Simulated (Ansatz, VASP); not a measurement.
# K in VASP and in Ansatz

```
K
1.0
     0.00000    4.68574    4.68574
     4.68574    0.00000    4.68574
     4.68574    4.68574    0.00000
K
2
Direct
  0.12500 0.12500 0.12500
  0.87500 0.87500 0.87500
```

Alike in both runs: task single point; functional PBE; k mesh 9 × 9 × 9; occupations fermi-dirac, width 0.1 eV; no spin polarisation.

```csv
,VASP,Ansatz
version,VASP 6.6.1,Ansatz 0.2.0
potentials or method,"VASP PAW PBE potentials, release 64 (K_sv), cutoff 520 eV","plane waves (420 eV) with PAW, scalar-relativistic"
valence electrons in the cell,18,18
```

|  | VASP | Ansatz | Ansatz less VASP |
| --- | --- | --- | --- |
| pressure (GPa) | 0.1 | 0.1 | +0.01 |
